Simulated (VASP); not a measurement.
# Cu: single point with LDA

The system is Cu.

```
Cu
1.0
     0.00000    1.76242    1.76242
     1.76242    0.00000    1.76242
     1.76242    1.76242    0.00000
Cu
1
Direct
  0.00000 0.00000 0.00000
```

- Program: VASP 6.6.1
- Task: single point
- Functional: LDA
- Potentials or basis: VASP PAW LDA potentials, release 64 (Cu_sv_GW)
- Cutoff: 820 eV
- k mesh: 8 × 8 × 8
- Occupations: gaussian, width 0.05 eV
- Spin: no spin polarisation
- Dipole correction: no
- Further INCAR settings: ALGO = Normal; EDIFF = 1e-06; NBANDS = 16

| Item | Value |
| --- | --- |
| Pressure | -0.9 GPa |
| Band gap on the k mesh | zero (an odd number of electrons rules out a gap without spin polarisation) |

Levels at points of the mesh, in eV from the Fermi level:
```tsv
k point	band 8	band 9	band 10	band 11	band 12	band 13
(0.00, 0.00, 0.00)	-3.21	-2.26	-2.26	23.37	26.41	26.41
(0.50, 0.00, 0.00)	-1.61	-1.61	-1.19	4.19	21.83	23.16
(0.50, 0.50, 0.00)	-1.45	-1.45	1.45	7.72	13.63	13.63
```

Wall time 8.5 s on 1 thread of Intel(R) Xeon(R) Platinum 8259CL CPU @ 2.50GHz (Skylake/Cascade Lake), with other jobs on the host, peak memory 0.14 GiB.

Caveat: the k points lie up to 0.39 Å⁻¹ apart, too coarse for converged energies and pressures of a metal.
